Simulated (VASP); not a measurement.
Here is a VASP 6.6.1 calculation.

The input INCAR:

```
  PREC = Accurate
  ENCUT = 520
  EDIFF = 1E-6
  ISMEAR = 0
  SIGMA = 0.15
  LREAL = F
  LASPH = T
  NELM = 80
  ALGO = Fast
  ISIF = 2
  LWAVE = F
  LCHARG = F
  GGA = PS
  NBANDS = 26
```

Contents of KPOINTS:

```
regular mesh
0
Gamma
  10 10 10
```

Contents of POSCAR:

```
Al2Cu
1.0
   -3.0564500000      3.0564500000      2.2931000000
    3.0564500000     -3.0564500000      2.2931000000
    3.0564500000      3.0564500000     -2.2931000000
Al Cu
4 2
Direct
    0.1593210787      0.6593210787      0.8186421574
    0.6593210787      0.8406789213      0.5000000000
    0.8406789213      0.3406789213      0.1813578426
    0.3406789213      0.1593210787      0.5000000000
    0.7500000000      0.7500000000      0.0000000000
    0.2500000000      0.2500000000      0.0000000000
```

Potentials or basis: VASP PAW PBE potentials, release 64 (Al, Cu).

Launch:

```bash
$ cat potpaw_PBE.64/Al/POTCAR potpaw_PBE.64/Cu/POTCAR > POTCAR
$ mpirun -np 1 vasp_std > vasp.out
```

Question: What does it give for the pressure?

Answer: 2.1 GPa.

Question: Predict the largest force.

Answer: 0.208 eV/Å.

Stress tensor (GPa, compression positive):
```
-1.84  0.00  0.00
 0.00 -1.84  0.00
 0.00  0.00 10.10
```

Caveat: the PAW data sets were made with another functional, which shifts forces and pressure a little.
